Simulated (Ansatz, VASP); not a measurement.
## AlN in VASP and in Ansatz

Contents of INCAR:

```
PREC = Accurate
ENCUT = 600
EDIFF = 1E-6
ISMEAR = 0
SIGMA = 0.05
LREAL = False
LASPH = True
NELM = 120
ALGO = Normal
ISIF = 2
LWAVE = False
LCHARG = True
GGA = PS
LELF = True
LVHAR = True
NBANDS = 26
GGA_COMPAT = False
```

Contents of KPOINTS:

```
Automatic mesh
0
Gamma
  8 8 8
```

POSCAR

```
AlN
1.0
   -3.1136926464      0.0000000000      0.0000000000
    0.0000000000      5.3930738627      0.0000000000
    1.5568463232     -2.6965369313     -4.9834165464
Al N
4 4
Direct
    0.9992459619      0.3325792953      0.9984919239
    0.4992459619      0.8325792953      0.9984919239
    0.2492459619      0.9159126286      0.4984919239
    0.7492459619      0.4159126286      0.4984919239
    0.8082540381      0.1415873714      0.6165080761
    0.3082540381      0.6415873714      0.6165080761
    0.0582540381      0.7249207047      0.1165080761
    0.5582540381      0.2249207047      0.1165080761
```

Input for Ansatz:

```yaml
crystal:
  lattice:
    - [-3.1136926464, 0.0, 0.0]
    - [0.0, 5.3930738627, 0.0]
    - [1.5568463232, -2.6965369313, -4.9834165464]
  atoms:
    - { symbol: Al, position: [0.9992459619, 0.3325792953, 0.9984919239] }
    - { symbol: Al, position: [0.4992459619, 0.8325792953, 0.9984919239] }
    - { symbol: Al, position: [0.2492459619, 0.9159126286, 0.4984919239] }
    - { symbol: Al, position: [0.7492459619, 0.4159126286, 0.4984919239] }
    - { symbol: "N", position: [0.8082540381, 0.1415873714, 0.6165080761] }
    - { symbol: "N", position: [0.3082540381, 0.6415873714, 0.6165080761] }
    - { symbol: "N", position: [0.0582540381, 0.7249207047, 0.1165080761] }
    - { symbol: "N", position: [0.5582540381, 0.2249207047, 0.1165080761] }
basis:
  ecutwfc: 420
kpoints:
  mp_grid: { grid: [8, 8, 8] }
hamiltonian:
  xc: pbesol
scf:
  occupations: { method: gaussian, width: 0.05 }
output:
  forces: true
  stress: true
  eigenvalues: true
```

Alike in both runs: task single point; functional PBEsol; k mesh 8 × 8 × 8; occupations gaussian, width 0.05 eV; no spin polarisation.

|  | VASP | Ansatz |
| --- | --- | --- |
| version | VASP 6.6.1 | Ansatz 0.2.0 |
| potentials or method | VASP PAW PBE potentials, release 64 (Al, N), cutoff 600 eV | scalar-relativistic, plane waves, PAW |
| valence electrons in the cell | 32 | 32 |

Ansatz gave:

```
gap on the k mesh at the Fermi level (eV) : 4.10
least direct gap on the mesh (eV)         : 4.10
pressure (GPa)                            : 0.0
```

Question: Which values does VASP return?

Answer: gap on the k mesh at the Fermi level (eV): 4.11; least direct gap on the mesh (eV): 4.11; pressure (GPa): -0.1.

VASP's potentials were made for PBE, not for PBEsol.
